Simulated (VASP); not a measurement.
# Nd2ScCl2 (P4/mmm) in VASP: a series of runs

The runs below take Nd2ScCl2 through relaxation of cell and atoms, single point, with PBE.

Program: VASP 6.6.1. These are calculated values, not measurements. Logs are shortened: lines on timing, memory, paths and dates and some standing lists are left out, and cuts for length are marked.

## (1) The cell of the first run

It takes space group P4/mmm (No. 123, tetragonal). The conventional cell has a = 5.965 Å, b = 5.965 Å, c = 8.894 Å, α = 90.00°, β = 90.00°, γ = 90.00°. Within 3.9 Å of Nd (site symmetry mmm) lie 2 Sc at 2.98 Å and 4 Cl at 3.82 Å. Within 3.2 Å of Sc (site symmetry 4/mmm) lie 2 Cl at 2.39 Å and 4 Nd at 2.98 Å. Cl (site symmetry 4mm) has 1 Sc at 2.39 Å within 3.2 Å.

The cell was generated, and may not be a known phase.

## (2) Relaxation of cell and atoms, PBE

The input, INCAR:

```
PREC = Accurate ; ENCUT = 500
EDIFF = 1E-7 ; ISMEAR = 0
SIGMA = 0.1 ; LREAL = False
LASPH = True ; NELM = 200
ALGO = Normal ; ISIF = 3
LWAVE = False ; LCHARG = False
GGA = PE ; IBRION = 2
NSW = 100 ; EDIFFG = -0.01
GGA_COMPAT = False ; NELMIN = 4
LMAXMIX = 6
```

The input, KPOINTS:

```
Automatic mesh
0
Gamma
  6 6 4
```

The input, POSCAR:

```
Nd2ScCl2
1.0
    5.9652684536      0.0000000000      0.0000000000
    0.0000000000      5.9652684536      0.0000000000
    0.0000000000      0.0000000000      8.8936224176
Nd Sc Cl
2 1 2
Direct
    0.0000000000      0.5000000000      0.0000000000
    0.5000000000      0.0000000000      0.0000000000
    0.5000000000      0.5000000000      0.0000000000
    0.5000000000      0.5000000000      0.7313864670
    0.5000000000      0.5000000000      0.2686135330
```

Potentials or basis: VASP PAW PBE potentials, release 64 (Nd_3, Sc_sv, Cl), 4f in core.

The run is started by

```console
$ cat potpaw_PBE.64/Nd_3/POTCAR potpaw_PBE.64/Sc_sv/POTCAR potpaw_PBE.64/Cl/POTCAR > POTCAR
$ mpirun -np 1 vasp_std > vasp.out
```

OUTCAR:

```text
PREC = Accurate
   ENCUT = 500
   EDIFF = 1E-7
   ISMEAR = 0
   LREAL = False
   LASPH = True
   NELM = 200
   ISIF = 3
   GGA = PE
   IBRION = 2
   NSW = 100
   EDIFFG = -0.01
   NELMIN = 4

 ion  position               nearest neighbor table
   1  0.000  0.500  0.000-   3 2.98   3 2.98
   2  0.500  0.000  0.000-   3 2.98   3 2.98
   3  0.500  0.500  0.000-   4 2.39   5 2.39   1 2.98   2 2.98   2 2.98   1 2.98
   4  0.500  0.500  0.731-   3 2.39
   5  0.500  0.500  0.269-   3 2.39

  LATTYP: Found a simple tetragonal cell.
 ALAT       =     5.9652684536
 C/A-ratio  =     1.4909006169

  Lattice vectors:

 A1 = (   5.9652684536,   0.0000000000,   0.0000000000)
 A2 = (   0.0000000000,   5.9652684536,   0.0000000000)
 A3 = (   0.0000000000,   0.0000000000,   8.8936224176)

Analysis of symmetry for initial positions (statically):
=====================================================================
 Subroutine PRICEL returns:
 Original cell was already a primitive cell.

 Routine SETGRP: Setting up the symmetry group for a
 simple tetragonal supercell.

 Subroutine GETGRP returns: Found 16 space group operations
 (whereof 16 operations were pure point group operations)
 out of a pool of 16 trial point group operations.

The static configuration has the point symmetry D_4h.

Analysis of symmetry for dynamics (positions and initial velocities):
=====================================================================
 Subroutine PRICEL returns:
 Original cell was already a primitive cell.

 Routine SETGRP: Setting up the symmetry group for a
 simple tetragonal supercell.

 Subroutine GETGRP returns: Found 16 space group operations
 (whereof 16 operations were pure point group operations)
 out of a pool of 16 trial point group operations.

The dynamic configuration has the point symmetry D_4h.

 Subroutine INISYM returns: Found 16 space group operations
 (whereof 16 operations are pure point group operations),
 and found     1 'primitive' translations

----------------------------------------------------------------------------------------

                                     Primitive cell

  volume of cell :     316.4745

  direct lattice vectors                    reciprocal lattice vectors
     5.965268454  0.000000000  0.000000000     0.167637049  0.000000000  0.000000000
     0.000000000  5.965268454  0.000000000     0.000000000  0.167637049  0.000000000
     0.000000000  0.000000000  8.893622418     0.000000000  0.000000000  0.112440123

  length of vectors
     5.965268454  5.965268454  8.893622418     0.167637049  0.167637049  0.112440123

  position of ions in fractional coordinates (direct lattice)
     0.000000000  0.500000000  0.000000000
     0.500000000  0.000000000  0.000000000
     0.500000000  0.500000000  0.000000000
     0.500000000  0.500000000  0.731386467
     0.500000000  0.500000000  0.268613533

  ion indices of the primitive-cell ions
   primitive index   ion index
                 1           1
                 2           2
                 3           3
                 4           4
                 5           5

----------------------------------------------------------------------------------------

 KPOINTS: Automatic mesh

Automatic generation of k-mesh.
 Grid dimensions read from file:
 generate k-points for:    6    6    4

 Generating k-lattice:

  Cartesian coordinates                     Fractional coordinates (reciprocal lattice)
     0.027939508  0.000000000  0.000000000     0.166666667  0.000000000  0.000000000
     0.000000000  0.027939508  0.000000000     0.000000000  0.166666667  0.000000000
     0.000000000  0.000000000  0.028110031     0.000000000  0.000000000  0.250000000

  Length of vectors
     0.027939508  0.027939508  0.028110031

  Shift w.r.t. Gamma in fractional coordinates (k-lattice)
     0.000000000  0.000000000  0.000000000

 Subroutine IBZKPT returns following result:
 ===========================================

 Found     30 irreducible k-points:

 Following reciprocal coordinates:
            Coordinates               Weight
  0.000000  0.000000  0.000000      1.000000
  0.166667  0.000000  0.000000      4.000000
  0.333333  0.000000  0.000000      4.000000
  0.500000  0.000000  0.000000      2.000000
  0.166667  0.166667  0.000000      4.000000
  0.333333  0.166667  0.000000      8.000000
[... 16 lines left out ...]
  0.333333  0.000000  0.500000      4.000000
  0.500000  0.000000  0.500000      2.000000
 [... further k-points ...]
   k-points           NKPTS =     30   k-points in BZ     NKDIM =     30   number of bands    NBANDS=     28
   number of dos      NEDOS =    301   number of ions     NIONS =      5
   total plane-waves  NPLWV = 161280
   dimension x,y,z NGX =    48 NGY =   48 NGZ =   70
   dimension x,y,z NGXF=    96 NGYF=   96 NGZF=  140
   ions per type =               2   1   2
   NGX,Y,Z   is equivalent  to a cutoff of  13.38, 13.38, 13.08 a.u.
   NGXF,Y,Z  is equivalent  to a cutoff of  26.75, 26.75, 26.17 a.u.
 SYSTEM =  unknown system
   PREC   = accura    normal or accurate (medium, high low for compatibility)
   ISTART =      0    job   : 0-new  1-cont  2-samecut
   ICHARG =      2    charge: 1-file 2-atom 10-const
   ISPIN  =      1    spin polarized calculation?
   LNONCOLLINEAR =      F non collinear calculations
   LSORBIT =      F    spin-orbit coupling
   LASPH  =      T    aspherical Exc in radial PAW
   ENCUT  =  500.0 eV  36.75 Ry    6.06 a.u.  10.88 10.88 16.22*2*pi/ulx,y,z
   NELM   =    200;   NELMIN=  4; NELMDL= -5     # of ELM steps
   EDIFF  = 0.1E-06   stopping-criterion for ELM
   LREAL  =      F    real-space projection
   EDIFFG = -.1E-01   stopping-criterion for IOM
   NSW    =    100    number of steps for IOM
   IBRION =      2    ionic relax: 0-MD 1-quasi-New 2-CG
   NFREE  =      1    steps in history (QN), initial steepest desc. (CG)
   ISIF   =      3    stress and relaxation
   ISYM   =      2    0-nonsym 1-usesym 2-fastsym
   POTIM  = 0.5000    time-step for ionic-motion
   TEBEG  =    0.0;   TEEND  =   0.0 temperature during run
   PSTRESS=    0.0 pullay stress
   NELECT =      47.0000    total number of electrons
   NUPDOWN=      -1.0000    fix difference up-down
   EMIN   =  10.00;   EMAX   =-10.00  energy-range for DOS
   EFERMI =   0.00;   METHOD = LEGACY
   ISMEAR =     0;   SIGMA  =   0.10  broadening in eV -4-tet -1-fermi 0-gaus
   EFERMI_NEDOS =   21; number of points for ismear=-14 and -15
   IALGO  =     38    algorithm
   IMIX   =      4    mixing-type and parameters
     AMIX     =   0.40;   BMIX     =  1.00
     AMIX_MAG =   1.60;   BMIX_MAG =  1.00
  volume/ion in A,a.u.               =      63.29       427.14
  Fermi-wavevector in a.u.,A,eV,Ry     =   0.866951  1.638300 10.226194  0.751604
  Thomas-Fermi vector in A             =   1.985414
   LORBIT       =      0    0 simple, 1 ext, 2 COOP (PROOUT), +10 PAW based schemes
   GGA     = PE    functional components
   LHFCALC =     F    Hartree Fock is set to
   AEXX    =    0.0000 exact exchange contribution
   IVDW    =     0    specifies the selected vdW correction
   LEPSILON=     F    determine dielectric tensor
   LRPA    =     F    only Hartree local field effects (RPA)
 conjugate gradient relaxation of ions
 non-spin polarized calculation
 Gauss-broadening in eV      SIGMA  =   0.10
  energy-cutoff  :      500.00
  volume of cell :      316.47
 maximum number of plane-waves:      8096
 NGX is ok and might be reduce to    48
   NGX = 21   NGY = 21   NGZ = 33

--------------------------------------- Ionic step        1  -------------------------------------------

 number of electron      46.9999999 magnetization

 Free energy of the ion-electron system (eV)
  ---------------------------------------------------
  ext. energy  EPLUGINS =         0.00000000
  ---------------------------------------------------
  free energy    TOTEN  =       -19.94935870 eV

  energy without entropy =      -19.90312919  energy(sigma->0) =      -19.92624395

------------------------ aborting loop because EDIFF is reached ----------------------------------------

  FORCE on cell =-STRESS in cart. coord.  units (eV):
  Direction    XX          YY          ZZ          XY          YZ          ZX
  --------------------------------------------------------------------------------------
  -------------------------------------------------------------------------------------
  Total       -0.2138443     -0.2138443      0.1324317      0.0000000      0.0000000      0.0000000
  in kB       -1.0826038     -1.0826038      0.6704462      0.0000000      0.0000000      0.0000000
  external PRESSURE =      -0.4982538 kB  Pullay stress =       0.0000000 kB

 VOLUME and BASIS-vectors are now :
 -----------------------------------------------------------------------------
  energy-cutoff  :      500.00
  volume of cell :      316.47
      direct lattice vectors                 reciprocal lattice vectors
     5.965268454  0.000000000  0.000000000     0.167637049  0.000000000  0.000000000
     0.000000000  5.965268454  0.000000000     0.000000000  0.167637049  0.000000000
     0.000000000  0.000000000  8.893622418     0.000000000  0.000000000  0.112440123
[... 79 lines left out ...]
 POSITION                                       TOTAL-FORCE (eV/Angst)
 -----------------------------------------------------------------------------------
      0.00000      2.97330      0.00000         0.000000      0.000000      0.000000
      2.97330      0.00000      0.00000         0.000000     -0.000000      0.000000
      2.97330      2.97330      0.00000         0.000000      0.000000      0.000000
      2.97330      2.97330      6.51573         0.000000      0.000000      0.028082
      2.97330      2.97330      2.39512        -0.000000     -0.000000     -0.028082
 -----------------------------------------------------------------------------------
    total drift:                                0.000000      0.000000      0.000000

  FREE ENERGIE OF THE ION-ELECTRON SYSTEM (eV)
  ---------------------------------------------------
  free  energy   TOTEN  =       -19.9501710671 eV

  energy  without entropy=      -19.9022672109  energy(sigma->0) =      -19.92621914

--------------------------------------- Ionic step        4  -------------------------------------------

 number of electron      46.9999997 magnetization

 Free energy of the ion-electron system (eV)
  ---------------------------------------------------
  ext. energy  EPLUGINS =         0.00000000
  ---------------------------------------------------
  free energy    TOTEN  =       -19.95026594 eV

  energy without entropy =      -19.90252470  energy(sigma->0) =      -19.92639532

 E-fermi :   0.1687     XC(G=0):  -5.6067

 val. band max:        0.1603183832   @ k =   0.5000   0.3333   0.0000
 cond. band min:       0.1869783990   @ k =   0.3333   0.1667   0.0000
 fundamental gap:      0.0266600158
 Fermi energy:         0.1687391008

 k-point     1 :       0.0000    0.0000    0.0000
  band No.  band energies     occupation
      1     -48.9856      2.00000
      2     -39.2574      2.00000
      3     -39.2464      2.00000
      4     -27.9213      2.00000
      5     -27.7035      2.00000
      6     -27.7035      2.00000
[... 20 lines left out ...]
     27       0.5501      0.00000
[... 691 lines left out ...]
      6     -27.6712      2.00000
[... 20 lines left out ...]
     27       0.6868      0.00000
     28       0.8150      0.00000

 [... further k-points ...]

------------------------ aborting loop because EDIFF is reached ----------------------------------------

  FORCE on cell =-STRESS in cart. coord.  units (eV):
  Direction    XX          YY          ZZ          XY          YZ          ZX
  --------------------------------------------------------------------------------------
  -------------------------------------------------------------------------------------
  Total        0.0133178      0.0133178      0.0320613      0.0000000      0.0000000      0.0000000
  in kB        0.0678980      0.0678980      0.1634575      0.0000000      0.0000000      0.0000000
  external PRESSURE =       0.0997512 kB  Pullay stress =       0.0000000 kB

 VOLUME and BASIS-vectors are now :
 -----------------------------------------------------------------------------
  energy-cutoff  :      500.00
  volume of cell :      314.26
      direct lattice vectors                 reciprocal lattice vectors
     5.941029708  0.000000000  0.000000000     0.168320990  0.000000000 -0.000000000
    -0.000000000  5.941029708  0.000000000     0.000000000  0.168320990 -0.000000000
     0.000000000  0.000000000  8.903555357     0.000000000 -0.000000000  0.112314683

 POSITION                                       TOTAL-FORCE (eV/Angst)
 -----------------------------------------------------------------------------------
      0.00000      2.97051      8.90356         0.000000      0.000000      0.000000
      2.97051      5.94103      8.90356         0.000000      0.000000      0.000000
      2.97051      2.97051      8.90356         0.000000      0.000000      0.000000
      2.97051      2.97051      6.51165        -0.000000     -0.000000     -0.001372
      2.97051      2.97051      2.39190         0.000000      0.000000      0.001372
 -----------------------------------------------------------------------------------
    total drift:                                0.000000     -0.000000     -0.000000

  FREE ENERGIE OF THE ION-ELECTRON SYSTEM (eV)
  ---------------------------------------------------
  free  energy   TOTEN  =       -19.9502659418 eV

  energy  without entropy=      -19.9025247009  energy(sigma->0) =      -19.92639532

 reached required accuracy - stopping structural energy minimisation
```

It took 30 min on 1 thread of Intel Xeon Platinum 8259CL at 2.50GHz (Skylake/Cascade Lake), shared host; peak memory 0.61 GiB.

Results:

```yaml
Free_energy: -19.9503 eV
Relaxed_volume: 62.85 Å³/atom
Relaxed_cell: a = 5.941 Å, b = 5.941 Å, c = 8.904 Å, α = 90.00°, β = 90.00°, γ = 90.00°
Space_group_after_relaxing_to_0.1_Å: P4/mmm (No. 123)
Energy_gained_by_relaxing: 0.2 meV/atom
Ionic_steps: 4
Pressure_after_relaxing: 0.0 GPa
Band_gap_on_the_k_mesh: zero (an odd number of electrons rules out a gap without spin polarisation)
```

Step by step:
| step | energy change (eV) | largest force (eV/Å) | pressure (GPa) | volume (Å³) |
| --- | --- | --- | --- | --- |
| 1 | 0.0000 | 0.0211 | -0.05 | 316.47 |
| 2 | -0.0007 | 0.0119 | -0.04 | 315.57 |
| 3 | -0.0008 | 0.0281 | -0.03 | 315.11 |
| 4 | -0.0009 | 0.0014 | 0.01 | 314.26 |

Final structure:
```
CELL_PARAMETERS angstrom
5.94103 0.00000 0.00000
0.00000 5.94103 0.00000
0.00000 0.00000 8.90356
ATOMIC_POSITIONS crystal
Nd 0.00000 0.50000 0.00000
Nd 0.50000 0.00000 0.00000
Sc 0.50000 0.50000 0.00000
Cl 0.50000 0.50000 0.73135
Cl 0.50000 0.50000 0.26865
```

Caveat: spin-orbit coupling is left out, which moves the levels of the heavy elements; this functional lacks dispersion, which binds layers or chains, so the pressure and a relaxed spacing across them are unreliable; the 4f electrons are frozen in the core, so they carry no moment and show no levels; an odd number of electrons without spin polarisation forces a metal; a magnetic or distorted state may lie lower; the run has no spin polarisation, though such a crystal can be magnetic. With open d or f shells a metallic result of PBE can be an artefact of self-interaction; +U or a hybrid may open a gap.

## (3) Single point, PBE, collinear spin

The input, INCAR:

```
SYSTEM = Nd2ScCl2
PREC = Accurate ; ENCUT = 500
EDIFF = 1E-6 ; ISMEAR = 0
SIGMA = 0.1 ; LREAL = .False.
LASPH = .True. ; NELM = 200
ALGO = Normal ; ISIF = 2
LWAVE = .False. ; LCHARG = .False.
ISPIN = 2 ; MAGMOM = 0 0 1 0 0
LORBIT = 11 ; LMAXMIX = 6
GGA = PE ; NBANDS = 36
GGA_COMPAT = .False.
```

The input, KPOINTS:

```
regular mesh
0
Gamma
  4 4 2
  0 0 0
```

POSCAR is that of step 2.

Potentials or basis: VASP PAW PBE potentials, release 64 (Nd_3, Sc_sv, Cl), 4f in core.

The run is started by

```console
$ cat potpaw_PBE.64/Nd_3/POTCAR potpaw_PBE.64/Sc_sv/POTCAR potpaw_PBE.64/Cl/POTCAR > POTCAR
$ mpirun -np 1 vasp_std > vasp.out
```

Run time: 13 min. Hardware: 1 thread of Intel Xeon Platinum 8259CL at 2.50GHz (Skylake/Cascade Lake), shared host; peak memory 0.65 GiB.

Results (log left out):

```yaml
Free_energy: -19.9816 eV
Pressure: 0.0 GPa
Largest_force: 0.030 eV/Å
Net_moment: 0.00 μB per cell
Valence_electrons_inside_the_program's_atomic_spheres: Nd 8.78; Sc 9.76; Cl 5.11
```

Forces on the atoms (eV/Å):
```
Nd   0.000  0.000  0.000
Nd   0.000  0.000  0.000
Sc   0.000  0.000  0.000
Cl   0.000  0.000 -0.030
Cl   0.000  0.000  0.030
```

Stress tensor (GPa, compression positive):
```
0.01 0.00 0.00
0.00 0.01 0.00
0.00 0.00 0.10
```

Levels at points of the mesh, in eV from the Fermi level:
Spin up:
| k point | band 19 | band 20 | band 21 | band 22 | band 23 | band 24 | band 25 | band 26 | band 27 | band 28 |
| --- | --- | --- | --- | --- | --- | --- | --- | --- | --- | --- |
| (0.00, 0.00, 0.00) | -4.41 | -4.25 | -2.40 | -1.41 | -0.72 | -0.46 | 0.21 | 0.21 | 0.44 | 1.01 |
| (0.50, 0.00, 0.00) | -4.42 | -4.29 | -1.46 | -0.57 | -0.54 | 0.41 | 0.49 | 0.58 | 0.63 | 0.74 |
| (0.50, 0.50, 0.00) | -4.57 | -4.33 | -0.66 | -0.66 | -0.01 | 0.27 | 0.46 | 0.90 | 0.99 | 0.99 |
| (0.00, 0.00, 0.50) | -4.37 | -4.37 | -2.37 | -1.41 | -0.70 | -0.46 | 0.19 | 0.19 | 0.55 | 1.04 |
| (0.50, 0.00, 0.50) | -4.55 | -4.38 | -1.45 | -0.57 | -0.53 | 0.38 | 0.55 | 0.59 | 0.61 | 0.74 |
| (0.50, 0.50, 0.50) | -4.55 | -4.55 | -0.65 | -0.65 | -0.03 | 0.28 | 0.40 | 0.91 | 1.02 | 1.02 |
Spin down:
```
           k point  band 19  band 20  band 21  band 22  band 23  band 24  band 25  band 26  band 27  band 28
(0.00, 0.00, 0.00)    -4.41    -4.25    -2.40    -1.41    -0.72    -0.46     0.21     0.21     0.44     1.01
(0.50, 0.00, 0.00)    -4.42    -4.29    -1.46    -0.57    -0.54     0.41     0.49     0.58     0.63     0.74
(0.50, 0.50, 0.00)    -4.57    -4.33    -0.66    -0.66    -0.01     0.27     0.46     0.90     0.99     0.99
(0.00, 0.00, 0.50)    -4.37    -4.37    -2.37    -1.41    -0.70    -0.46     0.19     0.19     0.55     1.04
(0.50, 0.00, 0.50)    -4.55    -4.38    -1.45    -0.57    -0.53     0.38     0.55     0.59     0.61     0.74
(0.50, 0.50, 0.50)    -4.55    -4.55    -0.65    -0.65    -0.03     0.28     0.40     0.91     1.02     1.02
```

Caveat: the magnetic or orbital state may not be the lowest; the moments typed at the start vanished in this run; spin-orbit coupling is left out, which moves the levels of the heavy elements; this functional lacks dispersion, which binds layers or chains, so the pressure and a relaxed spacing across them are unreliable; the 4f electrons are frozen in the core, so they carry no moment and show no levels.

The gap in the log of VASP goes by the Fermi energy; the results here count the filled bands.